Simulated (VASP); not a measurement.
A run of VASP 6.6.1 is set up as follows.

The input POSCAR:

```
Ag2BrCl
1.0
    2.0275601444      1.1706123952      6.5818859421
   -2.0275601444      1.1706123952      6.5818859421
    0.0000000000     -2.3412247903      6.5818859421
Cl Br Ag
1 1 2
Direct
    1.0000000000      0.0000000000      0.0000000000
    0.5000000000      0.5000000000      0.5000000000
    0.2536132635      0.2536132635      0.2536132635
    0.7463867365      0.7463867365      0.7463867365
```

The input INCAR.step1:

```
SYSTEM = Ag2BrCl
PREC     = Accurate       ! precision mode
ENCUT    = 520            ! plane-wave cutoff, eV
ISMEAR   = 0              ! smearing method
SIGMA    = 0.01           ! smearing width, eV
LREAL    = .FALSE.        ! projectors in reciprocal space
LASPH    = .TRUE.         ! aspherical terms in the spheres
NELM     = 100            ! most SCF steps
NBANDS   = 26             ! bands
GGA      = PE             ! functional
ALGO     = Normal         ! electronic algorithm
EDIFF    = 1E-4           ! SCF threshold, eV
LWAVE    = .TRUE.         ! write WAVECAR
LCHARG   = .FALSE.        ! write CHGCAR
```

File INCAR.step2:

```
SYSTEM = Ag2BrCl
PREC     = Accurate       ! precision mode
ENCUT    = 520            ! plane-wave cutoff, eV
EDIFF    = 1E-6           ! SCF threshold, eV
ISMEAR   = 0              ! smearing method
SIGMA    = 0.01           ! smearing width, eV
LREAL    = .FALSE.        ! projectors in reciprocal space
LASPH    = .TRUE.         ! aspherical terms in the spheres
NELM     = 100            ! most SCF steps
ALGO     = Normal         ! electronic algorithm
ISIF     = 2              ! what is computed and relaxed
LWAVE    = .FALSE.        ! write WAVECAR
LCHARG   = .FALSE.        ! write CHGCAR
METAGGA  = R2SCAN         ! meta-GGA
LMIXTAU  = .TRUE.       
NBANDS   = 26             ! bands
ISTART   = 1
```

The input KPOINTS:

```
regular mesh
0
G
  6 6 6
  0 0 0
```

Potentials or basis: VASP PAW PBE potentials, release 64 (Cl, Br, Ag).

The run is started by

```bash
$ cat potpaw_PBE.64/Cl/POTCAR potpaw_PBE.64/Br/POTCAR potpaw_PBE.64/Ag/POTCAR > POTCAR
$ cp INCAR.step1 INCAR
$ mpirun -np 1 vasp_std > vasp.out
$ cp INCAR.step2 INCAR
$ mpirun -np 1 vasp_std > vasp.out
```

Q: Estimate the largest force.

A: 0.007 eV/Å.

Q: What does it give for the pressure?

A: -1.4 GPa.

Q: Estimate the band gap on the k mesh.

A: 1.28 eV, direct.

Forces in eV/Å, atoms in the order of the input:
```
Cl   0.000  0.000  0.000
Br   0.000  0.000  0.000
Ag   0.000  0.000 -0.007
Ag   0.000  0.000  0.007
```

Caveat: the PAW data sets were made with another functional, which shifts forces and pressure a little. A k mesh can miss the band edges.
